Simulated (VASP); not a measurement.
# YSb3W (I4mm) in VASP: single point with PBEsol

Aim: the single point of YSb3W with PBEsol.

Everything below comes from runs of VASP 6.6.1. Logs are shortened: lines on timing, memory, paths and dates and some standing lists are left out, and cuts for length are marked.

**1. The cell of the first run**

Symmetry: I4mm, No. 107, tetragonal system. The conventional cell has a = 4.785 Å, b = 4.785 Å, c = 11.146 Å, α = 90.00°, β = 90.00°, γ = 90.00°. Y (site symmetry 4mm) has 12 Sb at 3.44 to 3.84 Å and 5 W at 3.64 to 3.90 Å within 4.5 Å. Sb (site symmetry 4mm) has 1 W at 2.54 Å and 4 Sb at 3.10 Å within 3.3 Å. Sb (site symmetry 2mm) has 2 W at 2.62 Å and 6 Sb at 3.10 to 3.38 Å and 2 Y at 3.51 Å within 3.6 Å. W (site symmetry 4mm) has 5 Sb at 2.54 to 2.62 Å within 3.3 Å.

**2. Single point, PBEsol**

Contents of INCAR:

```
  PREC = Accurate
  ENCUT = 520
  EDIFF = 1E-6
  ISMEAR = -1
  SIGMA = 0.03
  LREAL = F
  LASPH = T
  NELM = 60
  ALGO = Normal
  ISIF = 2
  LWAVE = F
  LCHARG = T
  GGA = PS
  LELF = T
  LVHAR = T
  NBANDS = 28
```

Contents of KPOINTS:

```
Automatic mesh
0
Gamma
  6 6 6
```

Contents of POSCAR:

```
YSb3W
1.0
   -2.3927079376      2.3927079376      5.5727596069
    2.3927079376     -2.3927079376      5.5727596069
    2.3927079376      2.3927079376     -5.5727596069
Y Sb W
1 3 1
Direct
    0.5774110840      0.5774110840      0.0000000000
    0.0236091446      0.0236091446      0.0000000000
    0.3467695130      0.8467695130      0.5000000000
    0.8467695130      0.3467695130      0.5000000000
    0.2511397255      0.2511397255      0.0000000000
```

Potentials or basis: VASP PAW PBE potentials, release 64 (Y_sv, Sb, W_sv).

Run with:

```console
$ cat potpaw_PBE.64/Y_sv/POTCAR potpaw_PBE.64/Sb/POTCAR potpaw_PBE.64/W_sv/POTCAR > POTCAR
$ mpirun -np 1 vasp_std > vasp.out
```

OUTCAR:

```text
PREC = Accurate
   ENCUT = 520
   EDIFF = 1E-6
   ISMEAR = -1
   LREAL = F
   LASPH = T
   NELM = 60
   ISIF = 2
   GGA = PS

 ion  position               nearest neighbor table
   1  0.577  0.577  0.000-   2 3.44   2 3.44   2 3.44   2 3.44   3 3.51   4 3.51   4 3.51   3 3.51
                             5 3.64   4 3.84   3 3.84   4 3.84   3 3.84   5 3.90   5 3.90   5 3.90
   2  0.024  0.024  0.000-   5 2.54   4 3.10   3 3.10   4 3.10   3 3.10   1 3.44   1 3.44   1 3.44
                             1 3.44
   3  0.347  0.847  0.500-   5 2.62   5 2.62   2 3.10   2 3.10   4 3.38   4 3.38   4 3.38   4 3.38
                             1 3.51   1 3.51   1 3.84   1 3.84
   4  0.847  0.347  0.500-   5 2.62   5 2.62   2 3.10   2 3.10   3 3.38   3 3.38   3 3.38   3 3.38
                             1 3.51   1 3.51   1 3.84   1 3.84
   5  0.251  0.251  0.000-   2 2.54   3 2.62   4 2.62   3 2.62   4 2.62   1 3.64   1 3.90   1 3.90
                             1 3.90   1 3.90

  LATTYP: Found a body centered tetragonal cell.
 ALAT       =     4.7854158752
 C/A-ratio  =     2.3290596898

  Lattice vectors:

 A1 = (  -2.3927079376,   2.3927079376,   5.5727596069)
 A2 = (   2.3927079376,  -2.3927079376,   5.5727596069)
 A3 = (   2.3927079376,   2.3927079376,  -5.5727596069)

Analysis of symmetry for initial positions (statically):
=====================================================================
 Subroutine PRICEL returns:
 Original cell was already a primitive cell.

 Routine SETGRP: Setting up the symmetry group for a
 body centered tetragonal supercell.

 Subroutine GETGRP returns: Found  8 space group operations
 (whereof  8 operations were pure point group operations)
 out of a pool of 16 trial point group operations.

The static configuration has the point symmetry C_4v.

Analysis of symmetry for dynamics (positions and initial velocities):
=====================================================================
 Subroutine PRICEL returns:
 Original cell was already a primitive cell.

 Routine SETGRP: Setting up the symmetry group for a
 body centered tetragonal supercell.

 Subroutine GETGRP returns: Found  8 space group operations
 (whereof  8 operations were pure point group operations)
 out of a pool of 16 trial point group operations.

The dynamic configuration has the point symmetry C_4v.

 Subroutine INISYM returns: Found  8 space group operations
 (whereof  8 operations are pure point group operations),
 and found     1 'primitive' translations

----------------------------------------------------------------------------------------

                                     Primitive cell

  volume of cell :     127.6173

  direct lattice vectors                    reciprocal lattice vectors
    -2.392707938  2.392707938  5.572759607     0.000000000  0.208968254  0.089722155
     2.392707938 -2.392707938  5.572759607     0.208968254  0.000000000  0.089722155
     2.392707938  2.392707938 -5.572759607     0.208968254  0.208968254  0.000000000

  length of vectors
     6.519643563  6.519643563  6.519643563     0.227415471  0.227415471  0.295525739

  position of ions in fractional coordinates (direct lattice)
     0.577411084  0.577411084  0.000000000
     0.023609145  0.023609145  0.000000000
     0.346769513  0.846769513  0.500000000
     0.846769513  0.346769513  0.500000000
     0.251139726  0.251139726  0.000000000

  ion indices of the primitive-cell ions
   primitive index   ion index
                 1           1
                 2           2
                 3           3
                 4           4
                 5           5

----------------------------------------------------------------------------------------

 KPOINTS: Automatic mesh

Automatic generation of k-mesh.
 Grid dimensions read from file:
 generate k-points for:    6    6    6

 Generating k-lattice:

  Cartesian coordinates                     Fractional coordinates (reciprocal lattice)
     0.000000000  0.034828042  0.014953692     0.166666667 -0.000000000  0.000000000
     0.034828042  0.000000000  0.014953692    -0.000000000  0.166666667  0.000000000
     0.034828042  0.034828042  0.000000000     0.000000000  0.000000000  0.166666667

  Length of vectors
     0.037902578  0.037902578  0.049254290

  Shift w.r.t. Gamma in fractional coordinates (k-lattice)
     0.000000000  0.000000000  0.000000000

 Subroutine IBZKPT returns following result:
 ===========================================

 Found     30 irreducible k-points:

 Following reciprocal coordinates:
            Coordinates               Weight
  0.000000  0.000000  0.000000      1.000000
  0.166667 -0.000000  0.000000      8.000000
  0.333333  0.000000 -0.000000      8.000000
  0.500000  0.000000 -0.000000      4.000000
  0.166667  0.166667 -0.000000      8.000000
  0.333333  0.166667 -0.000000     16.000000
[... 16 lines left out ...]
 -0.333333 -0.333333  0.166667      8.000000
 -0.166667 -0.333333  0.166667      8.000000
 [... further k-points ...]
   k-points           NKPTS =     30   k-points in BZ     NKDIM =     30   number of bands    NBANDS=     28
   number of dos      NEDOS =    301   number of ions     NIONS =      5
   total plane-waves  NPLWV = 110592
   dimension x,y,z NGX =    48 NGY =   48 NGZ =   48
   dimension x,y,z NGXF=    96 NGYF=   96 NGZF=   96
   ions per type =               1   3   1
   NGX,Y,Z   is equivalent  to a cutoff of  12.24, 12.24, 12.24 a.u.
   NGXF,Y,Z  is equivalent  to a cutoff of  24.48, 24.48, 24.48 a.u.
 SYSTEM =  unknown system
   PREC   = accura    normal or accurate (medium, high low for compatibility)
   ISTART =      0    job   : 0-new  1-cont  2-samecut
   ICHARG =      2    charge: 1-file 2-atom 10-const
   ISPIN  =      1    spin polarized calculation?
   LNONCOLLINEAR =      F non collinear calculations
   LSORBIT =      F    spin-orbit coupling
   LASPH  =      T    aspherical Exc in radial PAW
   ENCUT  =  520.0 eV  38.22 Ry    6.18 a.u.  12.12 12.12 12.12*2*pi/ulx,y,z
   NELM   =     60;   NELMIN=  2; NELMDL= -5     # of ELM steps
   EDIFF  = 0.1E-05   stopping-criterion for ELM
   LREAL  =      F    real-space projection
   EDIFFG = 0.1E-04   stopping-criterion for IOM
   NSW    =      0    number of steps for IOM
   IBRION =     -1    ionic relax: 0-MD 1-quasi-New 2-CG
   NFREE  =      0    steps in history (QN), initial steepest desc. (CG)
   ISIF   =      2    stress and relaxation
   ISYM   =      2    0-nonsym 1-usesym 2-fastsym
   POTIM  = 0.5000    time-step for ionic-motion
   TEBEG  =    0.0;   TEEND  =   0.0 temperature during run
   PSTRESS=    0.0 pullay stress
   NELECT =      40.0000    total number of electrons
   NUPDOWN=      -1.0000    fix difference up-down
   EMIN   =  10.00;   EMAX   =-10.00  energy-range for DOS
   EFERMI =   0.00;   METHOD = LEGACY
   ISMEAR =    -1;   SIGMA  =   0.03  broadening in eV -4-tet -1-fermi 0-gaus
   EFERMI_NEDOS =   21; number of points for ismear=-14 and -15
   IALGO  =     38    algorithm
   IMIX   =      4    mixing-type and parameters
     AMIX     =   0.40;   BMIX     =  1.00
     AMIX_MAG =   1.60;   BMIX_MAG =  1.00
  volume/ion in A,a.u.               =      25.52       172.24
  Fermi-wavevector in a.u.,A,eV,Ry     =   1.112052  2.101473 16.825764  1.236659
  Thomas-Fermi vector in A             =   2.248622
   LORBIT       =      0    0 simple, 1 ext, 2 COOP (PROOUT), +10 PAW based schemes
   GGA     = PS    functional components
   LHFCALC =     F    Hartree Fock is set to
   AEXX    =    0.0000 exact exchange contribution
   IVDW    =     0    specifies the selected vdW correction
   LEPSILON=     F    determine dielectric tensor
   LRPA    =     F    only Hartree local field effects (RPA)
 non-spin polarized calculation
  energy-cutoff  :      520.00
  volume of cell :      127.62
 maximum number of plane-waves:      3464
   NGX = 25   NGY = 25   NGZ = 25

 number of electron      40.0000000 magnetization

 Free energy of the ion-electron system (eV)
  ---------------------------------------------------
  ext. energy  EPLUGINS =         0.00000000
  ---------------------------------------------------
  free energy    TOTEN  =       -34.07597817 eV

  energy without entropy =      -34.07045045  energy(sigma->0) =      -34.07321431

 E-fermi :   7.8966     XC(G=0): -10.5210

 val. band max:        7.8905648786   @ k =  -0.3333   0.5000   0.3333
 cond. band min:       7.9501185657   @ k =   0.5000   0.5000   0.5000
 fundamental gap:      0.0595536871
 Fermi energy:         7.8965996151

 k-point     1 :       0.0000    0.0000    0.0000
  band No.  band energies     occupation
      1     -65.8662      2.00000
      2     -36.2192      2.00000
      3     -30.2019      2.00000
      4     -30.2019      2.00000
      5     -30.1435      2.00000
      6     -16.1817      2.00000
[... 20 lines left out ...]
     27       9.5143      0.00000
     28      11.0856      0.00000

 k-point     2 :       0.1667   -0.0000    0.0000
  band No.  band energies     occupation
      1     -65.8662      2.00000
      2     -36.2191      2.00000
      3     -30.2030      2.00000
      4     -30.2018      2.00000
      5     -30.1438      2.00000
      6     -16.1860      2.00000
[... 20 lines left out ...]
     27      10.1217      0.00000
     28      10.8475      0.00000

 k-point     3 :       0.3333    0.0000   -0.0000
  band No.  band energies     occupation
      1     -65.8662      2.00000
      2     -36.2189      2.00000
      3     -30.2052      2.00000
      4     -30.2016      2.00000
      5     -30.1443      2.00000
      6     -16.1945      2.00000
[... 616 lines left out ...]
      3     -30.2029      2.00000
      4     -30.2029      2.00000
      5     -30.1440      2.00000
      6     -16.1856      2.00000
[... 20 lines left out ...]
     27      10.3148      0.00000
     28      10.6022      0.00000

 k-point    24 :      -0.1667   -0.3333    0.1667
  band No.  band energies     occupation
      1     -65.8662      2.00000
      2     -36.2191      2.00000
      3     -30.2030      2.00000
      4     -30.2018      2.00000
      5     -30.1438      2.00000
      6     -16.1860      2.00000
[... 20 lines left out ...]
     27      10.1608      0.00000
     28      10.5047      0.00000

 [... further k-points ...]

------------------------ aborting loop because EDIFF is reached ----------------------------------------

  FORCE on cell =-STRESS in cart. coord.  units (eV):
  Direction    XX          YY          ZZ          XY          YZ          ZX
  --------------------------------------------------------------------------------------
  -------------------------------------------------------------------------------------
  Total        0.0661396      0.0661396      0.0621192      0.0000000      0.0000000      0.0000000
  in kB        0.8303524      0.8303524      0.7798780      0.0000000      0.0000000      0.0000000
  external PRESSURE =       0.8135276 kB  Pullay stress =       0.0000000 kB

 VOLUME and BASIS-vectors are now :
 -----------------------------------------------------------------------------
  energy-cutoff  :      520.00
  volume of cell :      127.62
      direct lattice vectors                 reciprocal lattice vectors
    -2.392707938  2.392707938  5.572759607     0.000000000  0.208968254  0.089722155
     2.392707938 -2.392707938  5.572759607     0.208968254  0.000000000  0.089722155
     2.392707938  2.392707938 -5.572759607     0.208968254  0.208968254  0.000000000

 POSITION                                       TOTAL-FORCE (eV/Angst)
 -----------------------------------------------------------------------------------
      0.00000      0.00000      6.43555         0.000000      0.000000      0.005006
      0.00000      0.00000      0.26314        -0.000000     -0.000000      0.020802
      2.39271      0.00000      3.86493         0.000000     -0.000000     -0.012456
      0.00000      2.39271      3.86493        -0.000000      0.000000     -0.012456
      0.00000      0.00000      2.79908         0.000000      0.000000     -0.000895
 -----------------------------------------------------------------------------------
    total drift:                               -0.000000     -0.000000      0.001556

  FREE ENERGIE OF THE ION-ELECTRON SYSTEM (eV)
  ---------------------------------------------------
  free  energy   TOTEN  =       -34.0759781749 eV

  energy  without entropy=      -34.0704504545  energy(sigma->0) =      -34.07321431
```

Run time: 2.5 min. Hardware: 1 thread of Intel Xeon Platinum 8488C (Sapphire Rapids), shared host; peak memory 0.41 GiB.

What came out:

```
Free energy            : -34.0760 eV
Pressure               : 0.1 GPa
Largest force          : 0.021 eV/Å
Band gap on the k mesh : zero (bands 20 and 21 overlap by 1.00 eV)
```

Forces in eV/Å, atoms in the order of the input:
```
Y    0.000  0.000  0.005
Sb   0.000  0.000  0.021
Sb   0.000  0.000 -0.012
Sb   0.000  0.000 -0.012
W    0.000  0.000 -0.001
```

Levels at points of the mesh, in eV from the Fermi level:
```tsv
k point	band 18	band 19	band 20	band 21	band 22	band 23
(0.00, 0.00, 0.00)	-1.45	-1.17	-0.79	-0.79	-0.04	1.28
(0.50, 0.00, 0.00)	-2.05	-1.91	-0.45	0.57	0.74	0.96
(0.50, 0.50, 0.00)	-2.10	-1.12	-0.66	0.77	1.74	1.75
(0.50, 0.50, 0.50)	-1.84	-1.04	0.05	0.05	0.13	0.95
```

Caveat: the PAW data sets were made with another functional, which shifts forces and pressure a little; spin-orbit coupling is left out, which moves the levels of the heavy elements.

The gap in the log of VASP goes by the Fermi energy; the results here count the filled bands.